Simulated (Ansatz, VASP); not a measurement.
Two plane-wave programs on LiSi2C2

INCAR

```
SYSTEM = LiSi2C2
  PREC = Accurate
  ENCUT = 910
  EDIFF = 1E-7
  ISMEAR = 0
  SIGMA = 0.1
  LREAL = .FALSE.
  LASPH = .TRUE.
  NELM = 120
  ALGO = Normal
  ISIF = 3
  LWAVE = .FALSE.
  LCHARG = .FALSE.
  GGA = PE
  IBRION = 2
  NSW = 90
  EDIFFG = -0.04
  GGA_COMPAT = .FALSE.
  NELMIN = 4
```

File KPOINTS:

```
Automatic mesh
0
G
  6 6 4
  0 0 0
```

File POSCAR:

```
LiSi2C2
1.0
    2.9203300000     -2.0546970600      0.0000000000
    2.9203300000      2.0546970600      0.0000000000
    0.0000000000      0.0000000000      4.1093941300
Li Si C
1 2 2
Direct
    0.8582508400      0.8582508400      0.5297740000
    0.5000000000      0.5000000000      0.2797740000
    0.5000000000      0.5000000000      0.7202260000
    0.1839420200      0.8160579800      0.0000000000
    0.8160579800      0.1839420200      0.0000000000
```

Input for Ansatz:

```yaml
crystal:
  lattice:
    - [2.92033, -2.05469706, 0.0]
    - [2.92033, 2.05469706, 0.0]
    - [0.0, 0.0, 4.10939413]
  atoms:
    - { symbol: Li, position: [0.85825084, 0.85825084, 0.529774] }
    - { symbol: Si, position: [0.5, 0.5, 0.279774] }
    - { symbol: Si, position: [0.5, 0.5, 0.720226] }
    - { symbol: C, position: [0.18394202, 0.81605798, 0.0] }
    - { symbol: C, position: [0.81605798, 0.18394202, 0.0] }
basis:
  ecutwfc: 420
kpoints:
  mp_grid: { grid: [6, 6, 4] }
hamiltonian:
  xc: pbe
scf:
  occupations: { method: gaussian, width: 0.1 }
  lower_state_search: "off"
output:
  forces: true
  stress: true
  eigenvalues: true
relax:
  adjacent_minimum: "off"
  f_tol: 0.04
  max_steps: 70
  cell: { stress_tol: 0.4 }
```

Alike in both runs: task relaxation of cell and atoms; functional PBE; k mesh 6 × 6 × 4; occupations gaussian, width 0.1 eV; no spin polarisation.

|  | VASP | Ansatz |
| --- | --- | --- |
| version | VASP 6.6.1 | Ansatz 0.2.0 |
| potentials or method | VASP PAW PBE potentials, release 64 (Li_sv, Si, C_h), cutoff 910 eV | scalar-relativistic, plane waves, PAW |
| valence electrons in the cell | 19 | 19 |

|  | VASP | Ansatz | Ansatz less VASP |
| --- | --- | --- | --- |
| gap on the k mesh at the Fermi level, each at its own relaxed structure (eV) | none | none | - |
| relaxed volume (Å³/atom) | 14.95 | 13.63 | -1.312 |
| relaxed length of the cell vector where the two differ most in proportion (Å) | 4.523 | 5.193 | +0.6704 |

A gap of «none» marks a metal or a gap that the smearing closes. One of these differences is far larger than is usual between the two programs; its cause wasn't traced.

The k mesh is coarse, so the values compare programs but aren't converged. Noted on VASP's run: the cutoff is under 1.25 times that of the potentials, so the pressure is a little rough; the volume moved by over 15 % at a fixed basis, so the end points are rough.
